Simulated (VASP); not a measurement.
# Mg (P6_3/mmc) in VASP: further runs

Runs on Mg. Level: LDA. Tasks: electric field gradients.

Everything below comes from runs of VASP 6.6.1. Logs are shortened: lines on timing, memory, paths and dates and some standing lists are left out, and cuts for length are marked.

**1. The cell of the first run**

It takes space group P6_3/mmc (No. 194, hexagonal). The conventional cell has a = 3.231 Å, b = 3.231 Å, c = 5.245 Å, α = 90.00°, β = 90.00°, γ = 120.00°. Mg (site symmetry -6m2) has 12 Mg at 3.22 to 3.23 Å within 4.2 Å.

**2. Electric field gradients, LDA (volume scaled by 1.02)**

Input file INCAR:

```
SYSTEM = Mg
ALGO = Normal
EDIFF = 1E-8
ENCUT = 520
ISIF = 2
ISMEAR = -1
LASPH = .True.
LCHARG = .False.
LEFG = .True.
LREAL = .False.
LWAVE = .False.
NBANDS = 9
NELM = 60
PREC = Accurate
SIGMA = 0.05
```

Input file KPOINTS:

```
k-points
0
Gamma
  12 12 7
  0 0 0
```

Input file POSCAR:

```
Mg
1.0
    3.2305256058      0.0000000000      0.0000000000
   -1.6152628028      2.7977172422      0.0000000000
    0.0000000000      0.0000000000      5.2448365023
Mg
2
Direct
    0.3333333333      0.6666666667      0.2500000000
    0.6666666667      0.3333333333      0.7500000000
```

Potentials or basis: VASP PAW LDA potentials, release 64 (Mg).

Launch:

```sh
$ cat potpaw_LDA.64/Mg/POTCAR > POTCAR
$ mpirun -np 1 vasp_std > vasp.out
```

OUTCAR:

```text
SYSTEM = Mg
   EDIFF = 1E-8
   ENCUT = 520
   ISIF = 2
   ISMEAR = -1
   LASPH = .True.
   LREAL = .False.
   NELM = 60
   PREC = Accurate

 ion  position               nearest neighbor table
   1  0.333  0.667  0.250-   2 3.22   2 3.22   2 3.22   2 3.22   2 3.22   2 3.22
   2  0.667  0.333  0.750-   1 3.22   1 3.22   1 3.22   1 3.22   1 3.22   1 3.22

  LATTYP: Found a hexagonal cell.
 ALAT       =     3.2305256058
 C/A-ratio  =     1.6235242008

  Lattice vectors:

 A1 = (   3.2305256058,   0.0000000000,   0.0000000000)
 A2 = (  -1.6152628028,   2.7977172422,   0.0000000000)
 A3 = (   0.0000000000,   0.0000000000,   5.2448365023)

Analysis of symmetry for initial positions (statically):
[... 35 lines left out ...]
                                     Primitive cell

  volume of cell :      47.4033

  direct lattice vectors                    reciprocal lattice vectors
     3.230525606  0.000000000  0.000000000     0.309547152  0.178717131  0.000000000
    -1.615262803  2.797717242  0.000000000     0.000000000  0.357434263  0.000000000
     0.000000000  0.000000000  5.244836502     0.000000000  0.000000000  0.190663713

  length of vectors
     3.230525606  3.230525606  5.244836502     0.357434263  0.357434263  0.190663713

  position of ions in fractional coordinates (direct lattice)
     0.333333333  0.666666667  0.250000000
     0.666666667  0.333333333  0.750000000

  ion indices of the primitive-cell ions
   primitive index   ion index
                 1           1
                 2           2

----------------------------------------------------------------------------------------

 KPOINTS: k-points

Automatic generation of k-mesh.
 Grid dimensions read from file:
 generate k-points for:   12   12    7

 Generating k-lattice:

  Cartesian coordinates                     Fractional coordinates (reciprocal lattice)
     0.025795596  0.014893094  0.000000000     0.083333333  0.000000000  0.000000000
     0.000000000  0.029786189  0.000000000     0.000000000  0.083333333  0.000000000
     0.000000000  0.000000000  0.027237673     0.000000000  0.000000000  0.142857143

  Length of vectors
     0.029786189  0.029786189  0.027237673

  Shift w.r.t. Gamma in fractional coordinates (k-lattice)
     0.000000000  0.000000000  0.000000000

 Subroutine IBZKPT returns following result:
 ===========================================

 Found     76 irreducible k-points:

 Following reciprocal coordinates:
            Coordinates               Weight
  0.000000  0.000000  0.000000      1.000000
  0.083333  0.000000  0.000000      6.000000
  0.166667  0.000000  0.000000      6.000000
  0.250000 -0.000000  0.000000      6.000000
  0.333333  0.000000  0.000000      6.000000
  0.416667 -0.000000  0.000000      6.000000
[... 16 lines left out ...]
  0.250000 -0.000000  0.142857     12.000000
  0.333333  0.000000  0.142857     12.000000
 [... further k-points ...]
   k-points           NKPTS =     76   k-points in BZ     NKDIM =     76   number of bands    NBANDS=      9
   number of dos      NEDOS =    301   number of ions     NIONS =      2
   total plane-waves  NPLWV =  23040
   dimension x,y,z NGX =    24 NGY =   24 NGZ =   40
   dimension x,y,z NGXF=    48 NGYF=   48 NGZF=   80
   ions per type =               2
   NGX,Y,Z   is equivalent  to a cutoff of  12.35, 12.35, 12.68 a.u.
   NGXF,Y,Z  is equivalent  to a cutoff of  24.70, 24.70, 25.36 a.u.
 SYSTEM =  Mg
   PREC   = accura    normal or accurate (medium, high low for compatibility)
   ISTART =      0    job   : 0-new  1-cont  2-samecut
   ICHARG =      2    charge: 1-file 2-atom 10-const
   ISPIN  =      1    spin polarized calculation?
   LNONCOLLINEAR =      F non collinear calculations
   LSORBIT =      F    spin-orbit coupling
   LASPH  =      T    aspherical Exc in radial PAW
   ENCUT  =  520.0 eV  38.22 Ry    6.18 a.u.   6.01  6.01  9.75*2*pi/ulx,y,z
   NELM   =     60;   NELMIN=  2; NELMDL= -5     # of ELM steps
   EDIFF  = 0.1E-07   stopping-criterion for ELM
   LREAL  =      F    real-space projection
   EDIFFG = 0.1E-06   stopping-criterion for IOM
   NSW    =      0    number of steps for IOM
   IBRION =     -1    ionic relax: 0-MD 1-quasi-New 2-CG
   NFREE  =      0    steps in history (QN), initial steepest desc. (CG)
   ISIF   =      2    stress and relaxation
   ISYM   =      2    0-nonsym 1-usesym 2-fastsym
   POTIM  = 0.5000    time-step for ionic-motion
   TEBEG  =    0.0;   TEEND  =   0.0 temperature during run
   PSTRESS=    0.0 pullay stress
   NELECT =       4.0000    total number of electrons
   NUPDOWN=      -1.0000    fix difference up-down
   EMIN   =  10.00;   EMAX   =-10.00  energy-range for DOS
   EFERMI =   0.00;   METHOD = LEGACY
   ISMEAR =    -1;   SIGMA  =   0.05  broadening in eV -4-tet -1-fermi 0-gaus
   EFERMI_NEDOS =   21; number of points for ismear=-14 and -15
   IALGO  =     38    algorithm
   IMIX   =      4    mixing-type and parameters
     AMIX     =   0.40;   BMIX     =  1.00
     AMIX_MAG =   1.60;   BMIX_MAG =  1.00
  volume/ion in A,a.u.               =      23.70       159.95
  Fermi-wavevector in a.u.,A,eV,Ry     =   0.718056  1.356930  7.015230  0.515605
  Thomas-Fermi vector in A             =   1.806896
   LORBIT       =      0    0 simple, 1 ext, 2 COOP (PROOUT), +10 PAW based schemes
   GGA     = CA    functional components
   LHFCALC =     F    Hartree Fock is set to
   AEXX    =    0.0000 exact exchange contribution
   IVDW    =     0    specifies the selected vdW correction
   LEPSILON=     F    determine dielectric tensor
   LRPA    =     F    only Hartree local field effects (RPA)
 non-spin polarized calculation
  energy-cutoff  :      520.00
  volume of cell :       47.40
 maximum number of plane-waves:      1302
   NGX = 13   NGY = 13   NGZ = 19

 number of electron       4.0000000 magnetization

 Free energy of the ion-electron system (eV)
  ---------------------------------------------------
  ext. energy  EPLUGINS =         0.00000000
  ---------------------------------------------------
  free energy    TOTEN  =        -3.57205704 eV

  energy without entropy =       -3.56414066  energy(sigma->0) =       -3.56809885

 E-fermi :   2.2596     XC(G=0):  -8.5774

 val. band max:        2.2397640199   @ k =   0.3333   0.1667   0.1429
 cond. band min:       2.3008724813   @ k =   0.2500   0.0833   0.0000
 fundamental gap:      0.0611084613
 Fermi energy:         2.2596238441

 k-point     1 :       0.0000    0.0000    0.0000
  band No.  band energies     occupation
      1      -4.4767      2.00000
      2       0.7105      2.00000
      3       1.0269      2.00000
      4      12.9952      0.00000
      5      12.9952      0.00000
      6      13.0212      0.00000
      7      13.0212      0.00000
      8      13.9458      0.00000
      9      15.3854      0.00000

 k-point     2 :       0.0833    0.0000    0.0000
  band No.  band energies     occupation
      1      -4.3432      2.00000
      2       0.8327      2.00000
      3       1.1576      2.00000
      4      10.7537      0.00000
      5      11.7669      0.00000
      6      12.6253      0.00000
      7      14.4513      0.00000
      8      14.7518      0.00000
      9      15.3551      0.00000

 k-point     3 :       0.1667    0.0000    0.0000
  band No.  band energies     occupation
      1      -3.9435      2.00000
      2       1.1995      2.00000
      3       1.5457      2.00000
      4       8.2863      0.00000
      5      10.7516      0.00000
      6      11.4794      0.00000
      7      12.9646      0.00000
      8      13.6131      0.00000
      9      15.3412      0.00000

 k-point     4 :       0.2500   -0.0000    0.0000
  band No.  band energies     occupation
      1      -3.2810      2.00000
      2       1.8113      1.99975
      3       2.1722      1.70373
      4       5.9963      0.00000
      5       9.9639      0.00000
      6      10.2185      0.00000
      7      10.6751      0.00000
      8      12.0227      0.00000
      9      14.4817      0.00000
[... 205 lines left out ...]
 k-point    22 :       0.1667    0.0000    0.1429
  band No.  band energies     occupation
      1      -3.8323      2.00000
      2      -0.0215      2.00000
      3       2.9575      0.00000
      4       8.3832      0.00000
      5      10.8453      0.00000
      6      11.3198      0.00000
      7      12.2070      0.00000
      8      13.7722      0.00000
      9      14.1347      0.00000

 k-point    23 :       0.2500   -0.0000    0.1429
  band No.  band energies     occupation
      1      -3.1706      2.00000
      2       0.6116      2.00000
      3       3.5493      0.00000
      4       6.1089      0.00000
      5       9.4275      0.00000
      6      10.0579      0.00000
      7      10.9788      0.00000
      8      12.6665      0.00000
      9      13.3700      0.00000

 k-point    24 :       0.3333    0.0000    0.1429
  band No.  band energies     occupation
      1      -2.2517      2.00000
      2       1.4791      2.00000
      3       3.7434      0.00000
      4       4.6850      0.00000
      5       7.4648      0.00000
      6       9.4968      0.00000
      7       9.8083      0.00000
      8      11.2698      0.00000
      9      12.8040      0.00000

 [... further k-points ...]
[... 5 lines left out ...]
  --------------------------------------------------------------------------------------
  -------------------------------------------------------------------------------------
  Total       -0.9135302     -0.9135302     -1.1690486     -0.0000000      0.0000000      0.0000000
  in kB      -30.8762485    -30.8762485    -39.5124710     -0.0000000      0.0000000      0.0000000
  external PRESSURE =     -33.7549894 kB  Pullay stress =       0.0000000 kB

 VOLUME and BASIS-vectors are now :
 -----------------------------------------------------------------------------
  energy-cutoff  :      520.00
  volume of cell :       47.40
      direct lattice vectors                 reciprocal lattice vectors
     3.230525606  0.000000000  0.000000000     0.309547152  0.178717131  0.000000000
    -1.615262803  2.797717242  0.000000000     0.000000000  0.357434263  0.000000000
     0.000000000  0.000000000  5.244836502     0.000000000  0.000000000  0.190663713

 POSITION                                       TOTAL-FORCE (eV/Angst)
 -----------------------------------------------------------------------------------
     -0.00000      1.86514      1.31121         0.000000     -0.000000      0.000000
      1.61526      0.93257      3.93363        -0.000000      0.000000      0.000000
 -----------------------------------------------------------------------------------
    total drift:                                0.000000     -0.000000      0.000000

  FREE ENERGIE OF THE ION-ELECTRON SYSTEM (eV)
  ---------------------------------------------------
  free  energy   TOTEN  =        -3.5720570360 eV

  energy  without entropy=       -3.5641406591  energy(sigma->0) =       -3.56809885

 Electric field gradients (V/A^2)
---------------------------------------------------------------------
 ion       V_xx      V_yy      V_zz      V_xy      V_xz      V_yz
---------------------------------------------------------------------
   1      -0.632    -0.632     1.265     0.000    -0.000     0.000
   2      -0.632    -0.632     1.265     0.000     0.000    -0.000
---------------------------------------------------------------------

 Electric field gradients after diagonalization (V/A^2)
 (convention: |V_zz| > |V_xx| > |V_yy|)
----------------------------------------------------------------------
 ion       V_xx      V_yy      V_zz     asymmetry (V_yy - V_xx)/ V_zz
----------------------------------------------------------------------
   1      -0.632    -0.632     1.265       0.000
   2      -0.632    -0.632     1.265       0.000
----------------------------------------------------------------------

           NMR quadrupolar parameters

 Cq : quadrupolar parameter    Cq=e*Q*V_zz/h
 eta: asymmetry parameters     (V_yy - V_xx)/ V_zz
 Q  : nuclear electric quadrupole moment in mb (millibarn)
----------------------------------------------------------------------
 ion       Cq(MHz)       eta       Q (mb)
----------------------------------------------------------------------
   1       0.003       0.000       1.000
   2       0.003       0.000       1.000
----------------------------------------------------------------------
```

It took 13 s on 1 thread of Intel Xeon Platinum 8259CL at 2.50GHz (Skylake/Cascade Lake), shared host; peak memory 0.15 GiB.

What came out:

| Quantity | Value |
| --- | --- |
| Free energy | -3.5721 eV |
| Pressure | -3.4 GPa |
| Band gap on the k mesh | zero (band 2 reaches 3.31 eV, above the bottom of band 3 at 1.03 eV) |

Levels at points of the mesh, in eV from the Fermi level:
```csv
k point,band 1,band 2,band 3,band 4,band 5,band 6,band 7
"(0.00, 0.00, 0.00)",-6.74,-1.55,-1.23,10.74,10.74,10.76,10.76
"(0.50, 0.00, 0.00)",-2.07,-2.01,2.66,3.10,3.19,3.61,6.70
```

Electric field gradients, principal values (V/Å²):
```
atom   least  middle  greatest (by size)
1 Mg  -0.632  -0.632               1.265
2 Mg  -0.632  -0.632               1.265
```

Caveat: without QUAD_EFG the Cq values of the log hold for a quadrupole moment of 1 mb, not for the nuclei.

[end of part 1 of 3]
